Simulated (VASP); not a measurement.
# Zn2CdSe3 (P6_3mc) in VASP: single point with PBE

Aim: the single point of Zn2CdSe3 with PBE.

Program: VASP 6.6.1. These are calculated values, not measurements. Logs are shortened: lines on timing, memory, paths and dates and some standing lists are left out, and cuts for length are marked.

### 1 The cell of the first run

Symmetry: P6_3mc, No. 186, hexagonal system. Conventional cell: a = 4.148 Å, b = 4.148 Å, c = 20.570 Å, α = 90.00°, β = 90.00°, γ = 120.00°. Zn (site symmetry 3m) has 4 Se at 2.48 to 2.52 Å within 3.3 Å. Zn (site symmetry 3m) has 4 Se at 2.49 to 2.52 Å within 3.3 Å. Cd (site symmetry 3m) has 4 Se at 2.63 to 2.67 Å within 3.5 Å. Within 3.3 Å of Se (site symmetry 3m) lie 1 Zn at 2.48 Å and 3 Cd at 2.63 Å. Within 3.3 Å of Se (site symmetry 3m) lie 4 Zn at 2.49 to 2.52 Å. Se (site symmetry 3m) has 3 Zn at 2.52 Å and 1 Cd at 2.67 Å within 3.3 Å.

### 2 Single point, PBE

The input, POSCAR:

```
Zn2CdSe3
1.0
    4.1484553763      0.0000000000      0.0000000000
   -2.0742276881      3.5926677423      0.0000000000
    0.0000000000      0.0000000000     20.5700493291
Zn Cd Se
4 2 6
Direct
    0.3333333333      0.6666666667      0.9976824627
    0.3333333333      0.6666666667      0.3387042248
    0.6666666667      0.3333333333      0.4976824627
    0.6666666667      0.3333333333      0.8387042248
    0.3333333333      0.6666666667      0.6705412087
    0.6666666667      0.3333333333      0.1705412087
    0.3333333333      0.6666666667      0.1181549521
    0.3333333333      0.6666666667      0.4596596377
    0.3333333333      0.6666666667      0.8002575040
    0.6666666667      0.3333333333      0.3002575040
    0.6666666667      0.3333333333      0.6181549521
    0.6666666667      0.3333333333      0.9596596377
```

The input, INCAR.step1:

```
SYSTEM = Zn2CdSe3
PREC     = Accurate       ! precision mode
ENCUT    = 520            ! plane-wave cutoff, eV
EDIFF    = 1E-6           ! SCF threshold, eV
ISMEAR   = 0              ! smearing method
SIGMA    = 0.02           ! smearing width, eV
LREAL    = .False.        ! projectors in reciprocal space
LASPH    = .True.         ! aspherical terms in the spheres
NELM     = 60             ! most SCF steps
ALGO     = Normal         ! electronic algorithm
ISIF     = 2              ! what is computed and relaxed
LWAVE    = .False.        ! write WAVECAR
LCHARG   = .True.         ! write CHGCAR
GGA      = PE             ! functional
NBANDS   = 66             ! bands
```

The input, KPOINTS.step1:

```
regular mesh
0
Gamma
  6 6 2
  0 0 0
```

The input, INCAR.step2:

```
SYSTEM = Zn2CdSe3
PREC     = Accurate       ! precision mode
ENCUT    = 520            ! plane-wave cutoff, eV
EDIFF    = 1E-6           ! SCF threshold, eV
ISMEAR   = -5             ! smearing method
SIGMA    = 0.02           ! smearing width, eV
LREAL    = .False.        ! projectors in reciprocal space
LASPH    = .True.         ! aspherical terms in the spheres
NELM     = 60             ! most SCF steps
ALGO     = Normal         ! electronic algorithm
ISIF     = 2              ! what is computed and relaxed
LWAVE    = .False.        ! write WAVECAR
LCHARG   = .False.        ! write CHGCAR
GGA      = PE             ! functional
LORBIT   = 11             ! projections on sites
NEDOS    = 1001           ! points of the DOS
ICHARG   = 11             ! starting density
```

The input, KPOINTS.step2:

```
regular mesh
0
Gamma
  9 9 3
  0 0 0
```

Potentials or basis: VASP PAW PBE potentials, release 64 (Zn, Cd, Se).

Run with:

```bash
> cat potpaw_PBE.64/Zn/POTCAR potpaw_PBE.64/Cd/POTCAR potpaw_PBE.64/Se/POTCAR > POTCAR
> cp INCAR.step1 INCAR
> cp KPOINTS.step1 KPOINTS
> mpirun -np 1 vasp_std > vasp.out
> cp INCAR.step2 INCAR
> cp KPOINTS.step2 KPOINTS
> mpirun -np 1 vasp_std > vasp.out
```

OUTCAR:

```text
SYSTEM = Zn2CdSe3
   PREC = Accurate
   ENCUT = 520
   EDIFF = 1E-6
   ISMEAR = -5
   LREAL = .False.
   LASPH = .True.
   NELM = 60
   ISIF = 2
   GGA = PE
   LORBIT = 11
   ICHARG = 11

 ion  position               nearest neighbor table
   1  0.333  0.667  0.998-   7 2.48  12 2.52  12 2.52  12 2.52
   2  0.333  0.667  0.339-   8 2.49  10 2.52  10 2.52  10 2.52
   3  0.667  0.333  0.498-  11 2.48   8 2.52   8 2.52   8 2.52
   4  0.667  0.333  0.839-  12 2.49   9 2.52   9 2.52   9 2.52
   5  0.333  0.667  0.671-  11 2.63  11 2.63  11 2.63   9 2.67
   6  0.667  0.333  0.171-   7 2.63   7 2.63   7 2.63  10 2.67
   7  0.333  0.667  0.118-   1 2.48   6 2.63   6 2.63   6 2.63
   8  0.333  0.667  0.460-   2 2.49   3 2.52   3 2.52   3 2.52
   9  0.333  0.667  0.800-   4 2.52   4 2.52   4 2.52   5 2.67
  10  0.667  0.333  0.300-   2 2.52   2 2.52   2 2.52   6 2.67
  11  0.667  0.333  0.618-   3 2.48   5 2.63   5 2.63   5 2.63
  12  0.667  0.333  0.960-   4 2.49   1 2.52   1 2.52   1 2.52

  LATTYP: Found a hexagonal cell.
 ALAT       =     4.1484553763
 C/A-ratio  =     4.9584839327

  Lattice vectors:

 A1 = (   4.1484553763,   0.0000000000,   0.0000000000)
 A2 = (  -2.0742276881,   3.5926677423,   0.0000000000)
 A3 = (   0.0000000000,   0.0000000000,  20.5700493291)

Analysis of symmetry for initial positions (statically):
=====================================================================
 Subroutine PRICEL returns:
 Original cell was already a primitive cell.

 Routine SETGRP: Setting up the symmetry group for a
 hexagonal supercell.

 Subroutine GETGRP returns: Found 12 space group operations
 (whereof  6 operations were pure point group operations)
 out of a pool of 24 trial point group operations.

The static configuration has the point symmetry C_3v.
 The point group associated with its full space group is C_6v.

Analysis of symmetry for dynamics (positions and initial velocities):
=====================================================================
 Subroutine PRICEL returns:
 Original cell was already a primitive cell.

 Routine SETGRP: Setting up the symmetry group for a
 hexagonal supercell.

 Subroutine GETGRP returns: Found 12 space group operations
 (whereof  6 operations were pure point group operations)
 out of a pool of 24 trial point group operations.

The dynamic configuration has the point symmetry C_3v.
 The point group associated with its full space group is C_6v.

 Subroutine INISYM returns: Found 12 space group operations
 (whereof  6 operations are pure point group operations),
 and found     1 'primitive' translations
[... 144 lines left out ...]
   IVDW    =     0    specifies the selected vdW correction
   LEPSILON=     F    determine dielectric tensor
   LRPA    =     F    only Hartree local field effects (RPA)
 non-spin polarized calculation
 Fermi weights with tetrahedron method with Bloechl corrections
  energy-cutoff  :      520.00
  volume of cell :      306.58
 maximum number of plane-waves:      8303
 NGX is ok and might be reduce to    32

 number of electron     108.0000037 magnetization

 Free energy of the ion-electron system (eV)
  ---------------------------------------------------
  ext. energy  EPLUGINS =         0.00000000
  ---------------------------------------------------
  free energy    TOTEN  =       -34.82338902 eV

  energy without entropy =      -34.82338902  energy(sigma->0) =      -34.82338902

 E-fermi :   1.1858     XC(G=0):  -8.9798

 val. band max:        1.1704922262   @ k =   0.0000   0.0000   0.0000
 cond. band min:       1.8995920759   @ k =   0.0000   0.0000   0.0000
 fundamental gap:      0.7290998497
 Fermi energy:         1.1858314910

 k-point     1 :       0.0000    0.0000    0.0000
  band No.  band energies     occupation
      1     -11.7728      2.00000
      2     -11.7175      2.00000
      3     -11.5020      2.00000
      4     -11.3682      2.00000
      5     -11.1880      2.00000
      6     -11.1086      2.00000
[... 1597 lines left out ...]
     63       6.6167      0.00000
     64       7.2221      0.00000

------------------------ aborting loop because EDIFF is reached ----------------------------------------

  FORCE on cell =-STRESS in cart. coord.  units (eV):
  Direction    XX          YY          ZZ          XY          YZ          ZX
  --------------------------------------------------------------------------------------
  -------------------------------------------------------------------------------------
  Total        0.3764507      0.3764507      0.4929695      0.0000000      0.0000000      0.0000000
  in kB        1.9673422      1.9673422      2.5762725      0.0000000      0.0000000      0.0000000
  external PRESSURE =       2.1703189 kB  Pullay stress =       0.0000000 kB

 VOLUME and BASIS-vectors are now :
 -----------------------------------------------------------------------------
  energy-cutoff  :      520.00
  volume of cell :      306.58
      direct lattice vectors                 reciprocal lattice vectors
     4.148455376  0.000000000  0.000000000     0.241053575  0.139172347  0.000000000
    -2.074227688  3.592667742  0.000000000     0.000000000  0.278344693  0.000000000
     0.000000000  0.000000000 20.570049329     0.000000000  0.000000000  0.048614371

 POSITION                                       TOTAL-FORCE (eV/Angst)
 -----------------------------------------------------------------------------------
     -0.00000      2.39511     20.52238        -0.000000      0.000000     -0.004413
     -0.00000      2.39511      6.96716        -0.000000      0.000000     -0.000738
      2.07423      1.19756     10.23735         0.000000     -0.000000     -0.004413
      2.07423      1.19756     17.25219         0.000000     -0.000000     -0.000738
     -0.00000      2.39511     13.79307         0.000000     -0.000000      0.004357
      2.07423      1.19756      3.50804        -0.000000      0.000000      0.004357
     -0.00000      2.39511      2.43045         0.000000     -0.000000     -0.016251
     -0.00000      2.39511      9.45522         0.000000      0.000000      0.002407
     -0.00000      2.39511     16.46134         0.000000      0.000000      0.014638
      2.07423      1.19756      6.17631         0.000000     -0.000000      0.014638
      2.07423      1.19756     12.71548        -0.000000     -0.000000     -0.016251
      2.07423      1.19756     19.74025         0.000000     -0.000000      0.002407
 -----------------------------------------------------------------------------------
    total drift:                               -0.000000     -0.000000      0.007715

  FREE ENERGIE OF THE ION-ELECTRON SYSTEM (eV)
  ---------------------------------------------------
  free  energy   TOTEN  =       -34.8233890209 eV

  energy  without entropy=      -34.8233890209  energy(sigma->0) =      -34.82338902

 total charge

# of ion       s       p       d       tot
------------------------------------------
    1        0.518   0.392   9.782  10.692
    2        0.519   0.393   9.781  10.693
    3        0.518   0.392   9.782  10.692
    4        0.519   0.393   9.781  10.693
    5        0.446   0.317   9.554  10.316
    6        0.446   0.317   9.554  10.316
    7        1.443   2.408   0.024   3.874
    8        1.440   2.390   0.024   3.854
    9        1.441   2.381   0.023   3.845
   10        1.441   2.381   0.023   3.845
   11        1.443   2.408   0.024   3.874
   12        1.440   2.390   0.024   3.854
--------------------------------------------------
tot         11.610  16.562  58.376  86.548
```

OUTCAR.step1:

```text
SYSTEM = Zn2CdSe3
   PREC = Accurate
   ENCUT = 520
   EDIFF = 1E-6
   ISMEAR = 0
   LREAL = .False.
   LASPH = .True.
   NELM = 60
[... 1216 lines left out ...]
      2.07423      1.19756      6.17631        -0.000000      0.000000      0.014526
      2.07423      1.19756     12.71548        -0.000000     -0.000000     -0.018547
      2.07423      1.19756     19.74025        -0.000000     -0.000000      0.000644
 -----------------------------------------------------------------------------------
    total drift:                               -0.000000     -0.000000      0.003151

  FREE ENERGIE OF THE ION-ELECTRON SYSTEM (eV)
  ---------------------------------------------------
  free  energy   TOTEN  =       -34.8112425090 eV

  energy  without entropy=      -34.8112425090  energy(sigma->0) =      -34.81124251
```

Wall time 7.1 min (1 thread of AMD EPYC 9R45 (Zen 5), shared host); peak memory 0.6 GiB.

What came out:

| Quantity | Value |
| --- | --- |
| Valence electrons inside the program's atomic spheres | Zn 10.69; Cd 10.32; Se 3.87, 3.85 (each value once) |
